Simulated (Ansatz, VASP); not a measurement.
**Two plane-wave programs on InSe**

```
CELL_PARAMETERS angstrom
4.05000 0.00000 0.00000
-2.02500 3.50740 0.00000
0.00000 0.00000 17.26860
ATOMIC_POSITIONS crystal
In 0.33333 0.66667 0.16865
In 0.66667 0.33333 0.66865
In 0.33333 0.66667 0.33135
In 0.66667 0.33333 0.83135
Se 0.33333 0.66667 0.59427
Se 0.66667 0.33333 0.09427
Se 0.33333 0.66667 0.90573
Se 0.66667 0.33333 0.40573
```

Change from the starting cell: z stretched by +2 %, ions relaxed.

Alike in both runs: functional PBE; k mesh 13 × 13 × 3; occupations fermi-dirac, width 0.05 eV; no spin polarisation.

Ansatz relaxed the structure, and its values are those at the end. VASP's run is a single point on that final structure, the one shown.

|  | VASP | Ansatz |
| --- | --- | --- |
| version | VASP 6.6.1 | Ansatz 0.2.0 |
| potentials or method | VASP PAW PBE potentials, release 64 (In_d, Se) | plane-wave PAW, scalar-relativistic |
| plane-wave cutoff (eV) | 520 | 420 |
| valence electrons in the cell | 76 | 116 |

```tsv
	VASP	Ansatz	Ansatz less VASP
pressure (GPa)	1.0	1.0	-0.03
rms of the force components (eV/Å)	0.008	0.000	-0.0075
```

With one functional, cell and mesh, what is left measures potentials, basis and numerics. VASP's potentials hold 76 valence electrons a cell and Ansatz's 116, so a difference there can come from the potentials and not from the codes. Ansatz's warnings: stress scf threshold loose.
